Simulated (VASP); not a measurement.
# C (Fddd) in VASP: notebook

Runs on C. Level: r2SCAN. Tasks: single point.

Program: VASP 6.6.1. These are calculated values, not measurements. Logs are shortened: lines on timing, memory, paths and dates and some standing lists are left out, and cuts for length are marked.

## 1. The cell of the first run

The structure is orthorhombic, space group Fddd (No. 70). The conventional cell has a = 3.433 Å, b = 3.567 Å, c = 3.701 Å, α = 90.00°, β = 90.00°, γ = 90.00°. C (site symmetry 222) has 4 C at 1.55 Å within 2.1 Å.

## 2. Single point, r2SCAN (strain +0.0375 x Voigt [1, -1, 0, 0, 0, 0])

File POSCAR:

```
C
1.0
    0.0000000000      1.7165225000      1.7834000000
    1.8502775000      0.0000000000      1.7834000000
    1.8502775000      1.7165225000      0.0000000000
C
2
Direct
    0.5000000000      0.5000000000      0.5000000000
    0.7500000000      0.7500000000      0.7500000000
```

File INCAR.step1:

```
SYSTEM = C
PREC = Accurate ; ENCUT = 910
ISMEAR = 0 ; SIGMA = 0.05
LREAL = .False. ; LASPH = .True.
NELM = 120 ; NBANDS = 11
GGA = PE ; ALGO = Normal
EDIFF = 1E-5 ; LWAVE = .True.
LCHARG = .False. ; GGA_COMPAT = .False.
```

File INCAR.step2:

```
SYSTEM = C
PREC = Accurate ; ENCUT = 910
EDIFF = 1E-6 ; ISMEAR = 0
SIGMA = 0.05 ; LREAL = .False.
LASPH = .True. ; NELM = 120
ALGO = Normal ; ISIF = 2
LWAVE = .False. ; LCHARG = .False.
METAGGA = R2SCAN ; LMIXTAU = .True.
NBANDS = 11 ; ISTART = 1
GGA_COMPAT = .False.
```

File KPOINTS:

```
regular mesh
0
Gamma
  12 12 12
  0 0 0
```

Potentials or basis: VASP PAW PBE potentials, release 64 (C_h).

Launch:

```bash
> cat potpaw_PBE.64/C_h/POTCAR > POTCAR
> cp INCAR.step1 INCAR
> mpirun -np 1 vasp_std > vasp.out
> cp INCAR.step2 INCAR
> mpirun -np 1 vasp_std > vasp.out
```

OUTCAR:

```text
SYSTEM = C
   PREC = Accurate
   ENCUT = 910
   EDIFF = 1E-6
   ISMEAR = 0
   LREAL = .False.
   LASPH = .True.
   NELM = 120
   ISIF = 2
   METAGGA = R2SCAN
   ISTART = 1

 ion  position               nearest neighbor table
   1  0.500  0.500  0.500-
   2  0.750  0.750  0.750-

  LATTYP: Found a face centered orthorhombic cell.
 ALAT       =     3.4330450000
 B/A-ratio  =     1.0389610390
 C/A-ratio  =     1.0779220779

  Lattice vectors:

 A1 = (  -1.8502775000,   0.0000000000,  -1.7834000000)
 A2 = (  -1.8502775000,   1.7165225000,   0.0000000000)
 A3 = (   0.0000000000,   1.7165225000,  -1.7834000000)

Analysis of symmetry for initial positions (statically):
=====================================================================
 Subroutine PRICEL returns:
 Original cell was already a primitive cell.

 Routine SETGRP: Setting up the symmetry group for a
 face centered orthorhombic supercell.

 Subroutine GETGRP returns: Found  8 space group operations
 (whereof  4 operations were pure point group operations)
 out of a pool of  8 trial point group operations.

The static configuration has the point symmetry D_2 .
 The point group associated with its full space group is D_2h.

Analysis of symmetry for dynamics (positions and initial velocities):
=====================================================================
 Subroutine PRICEL returns:
 Original cell was already a primitive cell.

 Routine SETGRP: Setting up the symmetry group for a
 face centered orthorhombic supercell.

 Subroutine GETGRP returns: Found  8 space group operations
 (whereof  4 operations were pure point group operations)
 out of a pool of  8 trial point group operations.

The dynamic configuration has the point symmetry D_2 .
 The point group associated with its full space group is D_2h.

 Subroutine INISYM returns: Found  8 space group operations
 (whereof  4 operations are pure point group operations),
 and found     1 'primitive' translations

----------------------------------------------------------------------------------------

                                     Primitive cell

  volume of cell :      11.3283

  direct lattice vectors                    reciprocal lattice vectors
[... 89 lines left out ...]
   EDIFFG = 0.1E-04   stopping-criterion for IOM
   NSW    =      0    number of steps for IOM
   IBRION =     -1    ionic relax: 0-MD 1-quasi-New 2-CG
   NFREE  =      0    steps in history (QN), initial steepest desc. (CG)
   ISIF   =      2    stress and relaxation
   ISYM   =      2    0-nonsym 1-usesym 2-fastsym
   POTIM  = 0.5000    time-step for ionic-motion
   TEBEG  =    0.0;   TEEND  =   0.0 temperature during run
   PSTRESS=    0.0 pullay stress
   NELECT =       8.0000    total number of electrons
   NUPDOWN=      -1.0000    fix difference up-down
   EMIN   =  10.00;   EMAX   =-10.00  energy-range for DOS
   EFERMI =   0.00;   METHOD = LEGACY
   ISMEAR =     0;   SIGMA  =   0.05  broadening in eV -4-tet -1-fermi 0-gaus
   EFERMI_NEDOS =   21; number of points for ismear=-14 and -15
   IALGO  =     38    algorithm
   IMIX   =      4    mixing-type and parameters
     AMIX     =   0.40;   BMIX     =  1.00
     AMIX_MAG =   1.60;   BMIX_MAG =  1.00
  volume/ion in A,a.u.               =       5.66        38.22
  Fermi-wavevector in a.u.,A,eV,Ry     =   1.457862  2.754960 28.917305  2.125362
  Thomas-Fermi vector in A             =   2.574614
   LORBIT       =      0    0 simple, 1 ext, 2 COOP (PROOUT), +10 PAW based schemes
   METAGGA = R2SCAN    functional components
   LHFCALC =     F    Hartree Fock is set to
   AEXX    =    0.0000 exact exchange contribution
   IVDW    =     0    specifies the selected vdW correction
   LEPSILON=     F    determine dielectric tensor
   LRPA    =     F    only Hartree local field effects (RPA)
 non-spin polarized calculation
 Gauss-broadening in eV      SIGMA  =   0.05
  energy-cutoff  :      910.00
  volume of cell :       11.33
 maximum number of plane-waves:       728
   NGX = 13   NGY = 13   NGZ = 13

 number of electron       8.0000000 magnetization

 Free energy of the ion-electron system (eV)
  ---------------------------------------------------
  ext. energy  EPLUGINS =         0.00000000
  ---------------------------------------------------
  free energy    TOTEN  =       -19.62087796 eV

  energy without entropy =      -19.62087796  energy(sigma->0) =      -19.62087796

 E-fermi :  11.8003     XC(G=0): -14.2820

 val. band max:       11.5101746863   @ k =   0.0000   0.0000   0.0000
 cond. band min:      14.4135337400   @ k =   0.3333   0.0000   0.3333
 fundamental gap:      2.9033590537
 Fermi energy:        11.8002727133

 k-point     1 :       0.0000    0.0000    0.0000
  band No.  band energies     occupation
      1     -11.7504      2.00000
      2      10.3213      2.00000
      3      10.9783      2.00000
      4      11.5102      2.00000
      5      16.3576      0.00000
      6      16.8678      0.00000
      7      17.3599      0.00000
      8      24.7400      0.00000
      9      31.4060      0.00000
     10      36.3554      0.00000
     11      37.8945      0.00000
[... 309 lines left out ...]
 k-point    24 :      -0.4167    0.1667    0.0000
  band No.  band energies     occupation
      1      -5.3306      2.00000
      2      -2.2384      2.00000
      3       5.0668      2.00000
      4       7.1941      2.00000
      5      18.8318      0.00000
      6      21.0267      0.00000
      7      23.4397      0.00000
      8      27.3344      0.00000
      9      31.4047      0.00000
     10      36.5755      0.00000
     11      36.8326      0.00000

 [... further k-points ...]

------------------------ aborting loop because EDIFF is reached ----------------------------------------

  FORCE on cell =-STRESS in cart. coord.  units (eV):
  Direction    XX          YY          ZZ          XY          YZ          ZX
  --------------------------------------------------------------------------------------
  -------------------------------------------------------------------------------------
  Total       -2.8784537      2.3559367     -0.0038668      0.0000000      0.0000000      0.0000000
  in kB     -407.1033753    333.2031306     -0.5468919      0.0000000      0.0000000      0.0000000
  external PRESSURE =     -24.8157122 kB  Pullay stress =       0.0000000 kB

 VOLUME and BASIS-vectors are now :
 -----------------------------------------------------------------------------
  energy-cutoff  :      910.00
  volume of cell :       11.33
      direct lattice vectors                 reciprocal lattice vectors
     0.000000000  1.716522500  1.783400000    -0.270229736  0.291286598  0.280363351
     1.850277500  0.000000000  1.783400000     0.270229736 -0.291286598  0.280363351
     1.850277500  1.716522500  0.000000000     0.270229736  0.291286598 -0.280363351

 POSITION                                       TOTAL-FORCE (eV/Angst)
 -----------------------------------------------------------------------------------
      1.85028      1.71652      1.78340         0.000000      0.000000      0.000000
      2.77542      2.57478      2.67510         0.000000     -0.000000      0.000000
 -----------------------------------------------------------------------------------
    total drift:                                0.000000      0.000000      0.000000

  FREE ENERGIE OF THE ION-ELECTRON SYSTEM (eV)
  ---------------------------------------------------
  free  energy   TOTEN  =       -19.6208779554 eV

  energy  without entropy=      -19.6208779554  energy(sigma->0) =      -19.62087796
```

OSZICAR.step1:

```text
N       E                     dE             d eps       ncg     rms          rms(c)
DAV:   1     0.136721588841E+02    0.13672E+02   -0.65533E+03  6192   0.109E+03
DAV:   2    -0.176920845896E+02   -0.31364E+02   -0.29576E+02  8668   0.173E+02
DAV:   3    -0.187330447939E+02   -0.10410E+01   -0.10377E+01  7436   0.259E+01
DAV:   4    -0.187356283780E+02   -0.25836E-02   -0.25834E-02  6565   0.147E+00
DAV:   5    -0.187356315110E+02   -0.31330E-05   -0.31330E-05  7218   0.527E-02    0.478E+00
DAV:   6    -0.182749302265E+02    0.46070E+00   -0.23641E-01  6396   0.346E+00    0.263E+00
DAV:   7    -0.181186731630E+02    0.15626E+00   -0.29266E-01  6731   0.385E+00    0.355E-01
DAV:   8    -0.181205214267E+02   -0.18483E-02   -0.83343E-03  6525   0.823E-01    0.409E-02
DAV:   9    -0.181205667579E+02   -0.45331E-04   -0.59146E-05  7528   0.678E-02    0.184E-02
DAV:  10    -0.181205840104E+02   -0.17252E-04   -0.14324E-05  6736   0.338E-02    0.245E-03
DAV:  11    -0.181205838672E+02    0.14313E-06   -0.23486E-07  3194   0.494E-03
   1 F= -.18120584E+02 E0= -.18120584E+02  d E =-.394566E-13
```

Run time: 2.7 min. Hardware: 1 thread of Intel Xeon Platinum 8488C (Sapphire Rapids), shared host; peak memory 0.19 GiB.

Results:

```yaml
Free_energy: -19.6209 eV
Pressure: -2.5 GPa
Band_gap_on_the_k_mesh: 2.90 eV (least direct gap 4.85 eV)
```

Caveat: the cell differs from its parent crystal (strain +0.0375 x Voigt [1, -1, 0, 0, 0, 0]); the cutoff is under 1.25 times the usual one of these potentials, so pressure, stress and relaxed cells hold a basis-set (Pulay) error; the PAW data sets were made with another functional, which shifts forces and pressure a little.

## 3. Single point, r2SCAN (strain +0.0937 x Voigt [1, -1, 0, 0, 0, 0])

File POSCAR:

```
C
1.0
    0.0000000000      1.6162954200      1.7834000000
    1.9505045800      0.0000000000      1.7834000000
    1.9505045800      1.6162954200      0.0000000000
C
2
Direct
    0.5000000000      0.5000000000      0.5000000000
    0.7500000000      0.7500000000      0.7500000000
```

File INCAR.step1:

```
SYSTEM = C
PREC = Accurate ; ENCUT = 910
ISMEAR = 0 ; SIGMA = 0.05
LREAL = .FALSE. ; LASPH = .TRUE.
NELM = 120 ; NBANDS = 11
GGA = PE ; ALGO = Normal
EDIFF = 1E-5 ; LWAVE = .TRUE.
LCHARG = .FALSE. ; GGA_COMPAT = .FALSE.
```

File INCAR.step2:

```
SYSTEM = C
PREC = Accurate ; ENCUT = 910
EDIFF = 1E-6 ; ISMEAR = 0
SIGMA = 0.05 ; LREAL = .FALSE.
LASPH = .TRUE. ; NELM = 120
ALGO = Normal ; ISIF = 2
LWAVE = .FALSE. ; LCHARG = .FALSE.
METAGGA = R2SCAN ; LMIXTAU = .TRUE.
NBANDS = 11 ; ISTART = 1
GGA_COMPAT = .FALSE.
```

File KPOINTS:

```
regular mesh
0
G
  12 12 12
  0 0 0
```

Potentials or basis: VASP PAW PBE potentials, release 64 (C_h).

Launch:

```bash
> cat potpaw_PBE.64/C_h/POTCAR > POTCAR
> cp INCAR.step1 INCAR
> mpirun -np 1 vasp_std > vasp.out
> cp INCAR.step2 INCAR
> mpirun -np 1 vasp_std > vasp.out
```

Wall time 3.2 min (1 thread of Intel Xeon Platinum 8488C (Sapphire Rapids), shared host); peak memory 0.19 GiB.

Results (log left out):

| Property | Result |
| --- | --- |
| Free energy | -19.1086 eV |
| Pressure | 1.8 GPa |
| Band gap on the k mesh | 0.78 eV (least direct gap 3.53 eV) |

Stress tensor (GPa, compression positive):
```
-98.00   0.00   0.00
  0.00  86.41   0.00
  0.00   0.00  16.84
```

Levels at points of the mesh, in eV from the valence-band top:
```csv
k point,band 2,band 3,band 4,band 5,band 6,band 7
"(0.00, 0.00, 0.00)",-3.00,-1.11,0.00,3.53,4.84,6.03
"(0.50, 0.00, 0.00)",-15.42,-5.82,-2.84,4.53,7.54,10.73
"(0.50, 0.50, 0.00)",-14.98,-7.77,-7.77,3.99,3.99,14.98
"(0.50, 0.00, 0.50)",-13.36,-9.35,-9.35,1.49,1.49,16.52
"(0.00, 0.50, 0.50)",-16.38,-6.44,-6.44,6.12,6.12,15.53
```

Caveat: the cell differs from its parent crystal (strain +0.0937 x Voigt [1, -1, 0, 0, 0, 0]); the cutoff is under 1.25 times the usual one of these potentials, so pressure, stress and relaxed cells hold a basis-set (Pulay) error; the PAW data sets were made with another functional, which shifts forces and pressure a little. A k mesh can miss the band edges.
